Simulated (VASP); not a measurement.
# ZnAu (Pm-3m) in VASP: a series of runs

ZnAu is run at these levels: PBEsol, LDA; tasks: single point.

Program: VASP 6.6.1. These are calculated values, not measurements. Logs are shortened: lines on timing, memory, paths and dates and some standing lists are left out, and cuts for length are marked.

### 1 The cell of the first run

Symmetry: Pm-3m, No. 221, cubic system. The conventional cell has a = 3.147 Å, b = 3.147 Å, c = 3.147 Å, α = 90.00°, β = 90.00°, γ = 90.00°. Au (site symmetry m-3m) has 8 Zn at 2.73 Å and 6 Au at 3.15 Å within 3.6 Å. Zn (site symmetry m-3m) has 8 Au at 2.73 Å and 6 Zn at 3.15 Å within 3.6 Å.

### 2 Single point, PBEsol, non-collinear spin, zero start, spin-orbit coupling

Contents of INCAR:

```
PREC     = Accurate       # precision mode
ENCUT    = 520            # plane-wave cutoff, eV
EDIFF    = 1E-6           # SCF threshold, eV
ISMEAR   = -1             # smearing method
SIGMA    = 0.05           # smearing width, eV
LREAL    = False          # projectors in reciprocal space
LASPH    = True           # aspherical terms in the spheres
NELM     = 150            # most SCF steps
ALGO     = Normal         # electronic algorithm
ISIF     = 2              # what is computed and relaxed
LWAVE    = False          # write WAVECAR
LCHARG   = False          # write CHGCAR
MAGMOM   = 0 0 0 0 0 0    # initial moments
LORBIT   = 11             # projections on sites
LSORBIT  = True           # spin-orbit coupling
GGA_COMPAT= False        
LORBMOM  = True         
LMAXMIX  = 4              # l up to which the mixer works
GGA      = PS             # functional
NBANDS   = 35             # bands
```

Contents of KPOINTS:

```
Automatic mesh
0
Gamma
  8 8 8
```

Contents of POSCAR:

```
ZnAu
1.0
    3.1470000000      0.0000000000      0.0000000000
    0.0000000000      3.1470000000      0.0000000000
    0.0000000000      0.0000000000      3.1470000000
Au Zn
1 1
Direct
    0.0000000000      0.0000000000      0.0000000000
    0.5000000000      0.5000000000      0.5000000000
```

Potentials or basis: VASP PAW PBE potentials, release 64 (Au, Zn).

The run is started by

```
$ cat potpaw_PBE.64/Au/POTCAR potpaw_PBE.64/Zn/POTCAR > POTCAR
$ mpirun -np 1 vasp_ncl > vasp.out
```

OUTCAR:

```text
PREC = Accurate
   ENCUT = 520
   EDIFF = 1E-6
   ISMEAR = -1
   LREAL = False
   LASPH = True
   NELM = 150
   ISIF = 2
   LORBIT = 11
   LSORBIT = True
   GGA = PS

 ion  position               nearest neighbor table
   1  0.000  0.000  0.000-   2 2.73   2 2.73   2 2.73   2 2.73   2 2.73   2 2.73   2 2.73   2 2.73

   2  0.500  0.500  0.500-   1 2.73   1 2.73   1 2.73   1 2.73   1 2.73   1 2.73   1 2.73   1 2.73

  LATTYP: Found a simple cubic cell.
 ALAT       =     3.1470000000

  Lattice vectors:

 A1 = (   3.1470000000,   0.0000000000,   0.0000000000)
 A2 = (   0.0000000000,   3.1470000000,   0.0000000000)
 A3 = (   0.0000000000,   0.0000000000,   3.1470000000)

Analysis of symmetry for initial positions (statically):
=====================================================================
 Subroutine PRICEL returns:
 Original cell was already a primitive cell.

 Routine SETGRP: Setting up the symmetry group for a
 simple cubic supercell.

 Subroutine GETGRP returns: Found 48 space group operations
 (whereof 48 operations were pure point group operations)
 out of a pool of 48 trial point group operations.

The static configuration has the point symmetry O_h .

Analysis of symmetry for dynamics (positions and initial velocities):
=====================================================================
 Subroutine PRICEL returns:
 Original cell was already a primitive cell.

 Routine SETGRP: Setting up the symmetry group for a
 simple cubic supercell.

 Subroutine GETGRP returns: Found 48 space group operations
 (whereof 48 operations were pure point group operations)
 out of a pool of 48 trial point group operations.

The dynamic configuration has the point symmetry O_h .

Analysis of structural, dynamic, and magnetic symmetry:
=====================================================================
 Subroutine PRICEL returns:
 Original cell was already a primitive cell.

 Routine SETGRP: Setting up the symmetry group for a
 simple cubic supercell.

 Subroutine GETGRP returns: Found 48 space group operations
 (whereof 48 operations were pure point group operations)
 out of a pool of 48 trial point group operations.

The overall configuration has the point symmetry O_h .

 Subroutine INISYM returns: Found 48 space group operations
 (whereof 48 operations are pure point group operations),
 and found     1 'primitive' translations

----------------------------------------------------------------------------------------

                                     Primitive cell

  volume of cell :      31.1667

  direct lattice vectors                    reciprocal lattice vectors
     3.147000000  0.000000000  0.000000000     0.317762949  0.000000000  0.000000000
     0.000000000  3.147000000  0.000000000     0.000000000  0.317762949  0.000000000
     0.000000000  0.000000000  3.147000000     0.000000000  0.000000000  0.317762949

  length of vectors
     3.147000000  3.147000000  3.147000000     0.317762949  0.317762949  0.317762949

  position of ions in fractional coordinates (direct lattice)
     0.000000000  0.000000000  0.000000000
     0.500000000  0.500000000  0.500000000

  ion indices of the primitive-cell ions
   primitive index   ion index
                 1           1
                 2           2

----------------------------------------------------------------------------------------

 KPOINTS: Automatic mesh

Automatic generation of k-mesh.
 Grid dimensions read from file:
 generate k-points for:    8    8    8

 Generating k-lattice:

[... 94 lines left out ...]
 maximum number of plane-waves:      1720
 NGX is ok and might be reduce to    24
   NGX = 11   NGY = 11   NGZ = 11

 number of electron      23.0000000 magnetization       0.0000000      0.0000000      0.0000000

 number of electron      23.0000000 magnetization      -0.0000000      0.0000000      0.0000000

 number of electron      23.0000000 magnetization      -0.0000000     -0.0000000      0.0000000

 Free energy of the ion-electron system (eV)
  ---------------------------------------------------
  ext. energy  EPLUGINS =         0.00000000
  ---------------------------------------------------
  free energy    TOTEN  =        -6.24550828 eV

  energy without entropy =       -6.24247673  energy(sigma->0) =       -6.24399250

 E-fermi :   6.7843     XC(G=0): -12.5371

 val. band max:        6.6341282402   @ k =   0.5000   0.3750   0.2500
 cond. band min:       6.9276743802   @ k =   0.3750   0.3750   0.1250
 fundamental gap:      0.2935461400
 Fermi energy:         6.7842801849

 k-point     1 :       0.0000    0.0000    0.0000
  band No.  band energies     occupation
      1      -3.7510      1.00000
      2      -3.7510      1.00000
      3      -1.2227      1.00000
      4      -1.2227      1.00000
      5      -1.2227      1.00000
      6      -1.2227      1.00000
[... 901 lines left out ...]
     34      19.1398      0.00000
     35      21.3773      0.00000

 [... further k-points ...]

------------------------ aborting loop because EDIFF is reached ----------------------------------------

  FORCE on cell =-STRESS in cart. coord.  units (eV):
  Direction    XX          YY          ZZ          XY          YZ          ZX
  --------------------------------------------------------------------------------------
  -------------------------------------------------------------------------------------
  Total       -0.4924881     -0.4924881     -0.4924881     -0.0000000      0.0000000     -0.0000000
  in kB      -25.3172229    -25.3172229    -25.3172229     -0.0000000      0.0000000     -0.0000000
  external PRESSURE =     -25.3172229 kB  Pullay stress =       0.0000000 kB

 VOLUME and BASIS-vectors are now :
 -----------------------------------------------------------------------------
  energy-cutoff  :      520.00
  volume of cell :       31.17
      direct lattice vectors                 reciprocal lattice vectors
     3.147000000  0.000000000  0.000000000     0.317762949  0.000000000  0.000000000
     0.000000000  3.147000000  0.000000000     0.000000000  0.317762949  0.000000000
     0.000000000  0.000000000  3.147000000     0.000000000  0.000000000  0.317762949

 POSITION                                       TOTAL-FORCE (eV/Angst)
 -----------------------------------------------------------------------------------
      0.00000      0.00000      0.00000         0.000000      0.000000      0.000000
      1.57350      1.57350      1.57350         0.000000      0.000000      0.000000
 -----------------------------------------------------------------------------------
    total drift:                                0.000000     -0.000000     -0.000000

  FREE ENERGIE OF THE ION-ELECTRON SYSTEM (eV)
  ---------------------------------------------------
  free  energy   TOTEN  =        -6.2455082756 eV

  energy  without entropy=       -6.2424767269  energy(sigma->0) =       -6.24399250

 orbital moment (x)

 # of ion     p       d       tot
 ----------------------------------------
  1         0.000   0.000   0.000
  2        -0.000   0.000   0.000
 ----------------------------------------
            0.000   0.000   0.000

 orbital moment (y)

 # of ion     p       d       tot
 ----------------------------------------
  1        -0.000   0.000   0.000
  2         0.000  -0.000  -0.000
 ----------------------------------------
           -0.000  -0.000  -0.000

 orbital moment (z)

 # of ion     p       d       tot
 ----------------------------------------
  1         0.000   0.000   0.000
  2         0.000   0.000   0.000
 ----------------------------------------
            0.000   0.000   0.000

 Spin-Orbit-Coupling matrix elements

 Ion:    1  E_soc:     -0.5742820
 l=   1
     0.0000000    -0.0286692    -0.0286692
    -0.0286692     0.0000000    -0.0286692
    -0.0286692    -0.0286692     0.0000000
 l=   2
     0.0000000    -0.0131343     0.0000000    -0.0131343    -0.0539102
    -0.0131343     0.0000000    -0.0404327    -0.0131343    -0.0134776
     0.0000000    -0.0404327     0.0000000    -0.0404327     0.0000000
    -0.0131343    -0.0131343    -0.0404327     0.0000000    -0.0134776
    -0.0539102    -0.0134776     0.0000000    -0.0134776     0.0000000
 l=   3
     0.0000000     0.0000000     0.0000000     0.0000000     0.0000000     0.0000000     0.0000000
     0.0000000     0.0000000     0.0000000     0.0000000     0.0000000     0.0000000     0.0000000
     0.0000000     0.0000000     0.0000000     0.0000000     0.0000000     0.0000000     0.0000000
     0.0000000     0.0000000     0.0000000     0.0000000     0.0000000     0.0000000     0.0000000
     0.0000000     0.0000000     0.0000000     0.0000000     0.0000000     0.0000000     0.0000000
     0.0000000     0.0000000     0.0000000     0.0000000     0.0000000     0.0000000     0.0000000
     0.0000000     0.0000000     0.0000000     0.0000000     0.0000000     0.0000000     0.0000000

 Ion:    2  E_soc:     -0.0095753
 l=   1
     0.0000000    -0.0004207    -0.0004207
    -0.0004207     0.0000000    -0.0004207
    -0.0004207    -0.0004207     0.0000000
 l=   2
     0.0000000    -0.0003001     0.0000000    -0.0003001    -0.0008750
    -0.0003001     0.0000000    -0.0006562    -0.0003001    -0.0002187
     0.0000000    -0.0006562     0.0000000    -0.0006562     0.0000000
    -0.0003001    -0.0003001    -0.0006562     0.0000000    -0.0002187
    -0.0008750    -0.0002187     0.0000000    -0.0002187     0.0000000
 l=   3
     0.0000000     0.0000000     0.0000000     0.0000000     0.0000000     0.0000000     0.0000000
     0.0000000     0.0000000     0.0000000     0.0000000     0.0000000     0.0000000     0.0000000
     0.0000000     0.0000000     0.0000000     0.0000000     0.0000000     0.0000000     0.0000000
     0.0000000     0.0000000     0.0000000     0.0000000     0.0000000     0.0000000     0.0000000
     0.0000000     0.0000000     0.0000000     0.0000000     0.0000000     0.0000000     0.0000000
     0.0000000     0.0000000     0.0000000     0.0000000     0.0000000     0.0000000     0.0000000
     0.0000000     0.0000000     0.0000000     0.0000000     0.0000000     0.0000000     0.0000000

 total charge

# of ion       s       p       d       tot
------------------------------------------
    1        0.614   0.405   8.690   9.709
    2        0.528   0.451   9.767  10.747
--------------------------------------------------
tot          1.142   0.856  18.457  20.455

 magnetization (x)

# of ion       s       p       d       tot
------------------------------------------
    1       -0.000  -0.000  -0.000  -0.000
    2        0.000   0.000   0.000   0.000
--------------------------------------------------
tot         -0.000   0.000  -0.000  -0.000

 magnetization (y)

# of ion       s       p       d       tot
------------------------------------------
    1        0.000   0.000  -0.000  -0.000
    2       -0.000   0.000  -0.000  -0.000
--------------------------------------------------
tot         -0.000   0.000  -0.000  -0.000

 magnetization (z)

# of ion       s       p       d       tot
------------------------------------------
    1        0.000  -0.000  -0.000   0.000
    2       -0.000  -0.000  -0.000  -0.000
--------------------------------------------------
tot          0.000  -0.000  -0.000  -0.000
```

It took 74 s on 1 thread of Intel Xeon 8259CL, shared host; peak memory 0.23 GiB.

Results:

```yaml
Free_energy: -6.2455 eV
Pressure: -2.5 GPa
Net_moment: 0.00 μB per cell
Valence_electrons_inside_the_program's_atomic_spheres: Au 9.71; Zn 10.75
```

Moments on the atoms (μB; x, y, z):
```
Au  0.00 0.00 0.00
Zn  0.00 0.00 0.00
```

Caveat: the PAW data sets were made with another functional, which shifts forces and pressure a little.

### 3 Single point, LDA

Contents of INCAR:

```
SYSTEM = ZnAu
ALGO     = Fast           ! electronic algorithm
EDIFF    = 1E-7           ! SCF threshold, eV
ENCUT    = 520            ! plane-wave cutoff, eV
GGA      = CA             ! functional
ISIF     = 2              ! what is computed and relaxed
ISMEAR   = -1             ! smearing method
LASPH    = .TRUE.         ! aspherical terms in the spheres
LCHARG   = .FALSE.        ! write CHGCAR
LREAL    = .FALSE.        ! projectors in reciprocal space
LWAVE    = .FALSE.        ! write WAVECAR
NBANDS   = 18             ! bands
NELM     = 100            ! most SCF steps
PREC     = Accurate       ! precision mode
SIGMA    = 0.05           ! smearing width, eV
```

Contents of KPOINTS:

```
k-points
0
G
  8 8 8
  0 0 0
```

POSCAR is that of step 2.

Potentials or basis: VASP PAW LDA potentials, release 64 (Au, Zn).

The run is started by

```
$ cat potpaw_LDA.64/Au/POTCAR potpaw_LDA.64/Zn/POTCAR > POTCAR
$ mpirun -np 1 vasp_std > vasp.out
```

Wall time 13 s (1 thread of Intel Xeon 8259CL, shared host); peak memory 0.14 GiB.

Results (log left out):

```
Free energy            : -6.7394 eV
Pressure               : -6.1 GPa
Band gap on the k mesh : zero (an odd number of electrons rules out a gap without spin polarisation)
```

Levels at points of the mesh, in eV from the Fermi level:
```tsv
k point	band 8	band 9	band 10	band 11	band 12	band 13	band 14	band 15
(0.00, 0.00, 0.00)	-5.31	-3.61	-3.61	-3.61	5.05	5.05	5.05	8.85
(0.50, 0.00, 0.00)	-5.38	-4.80	-4.80	-3.77	-2.24	10.62	11.22	11.22
(0.50, 0.50, 0.00)	-3.96	-3.96	-3.01	-1.87	-1.87	0.95	2.56	10.37
(0.50, 0.50, 0.50)	-6.31	-2.96	-2.96	1.37	3.67	3.88	3.88	3.88
```

Caveat: the cell stands under tension; spin-orbit coupling is left out, which moves the levels of the heavy elements.
